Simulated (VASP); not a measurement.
Here is a VASP 6.6.1 calculation.

The input INCAR:

```
SYSTEM = BAs
PREC = Accurate
ENCUT = 520
EDIFF = 1E-7
ISMEAR = -1
SIGMA = 0.05
LREAL = .FALSE.
LASPH = .TRUE.
NELM = 150
ALGO = Normal
ISIF = 2
LWAVE = .FALSE.
LCHARG = .FALSE.
MAGMOM = 0 0 0 0 0 0
LORBIT = 11
LSORBIT = .TRUE.
GGA_COMPAT = .FALSE.
LORBMOM = .TRUE.
GGA = CA
NBANDS = 20
```

KPOINTS

```
Automatic mesh
0
G
  9 6 5
  0 0 0
```

The input POSCAR:

```
BAs
1.0
    2.1275493300      0.0000000000      0.0000000000
    0.0000000000      3.1740629400      0.0000000000
    0.0000000000      0.0000000000      4.9509801800
B As
1 1
Direct
    0.0000000000      0.5000000000      0.0000000000
    0.5000000000      0.5000000000      0.5000000000
```

Potentials or basis: VASP PAW LDA potentials, release 64 (B, As).

Run with:

```console
$ cat potpaw_LDA.64/B/POTCAR potpaw_LDA.64/As/POTCAR > POTCAR
$ mpirun -np 1 vasp_ncl > vasp.out
```

Question: What does it give for the net moment?

Answer: 0.00 μB per cell.

Question: Predict the pressure.

Answer: 1.1 GPa.

Moments on the atoms (μB; x, y, z):
```
B   0.00 0.00 0.00
As  0.00 0.00 0.00
```
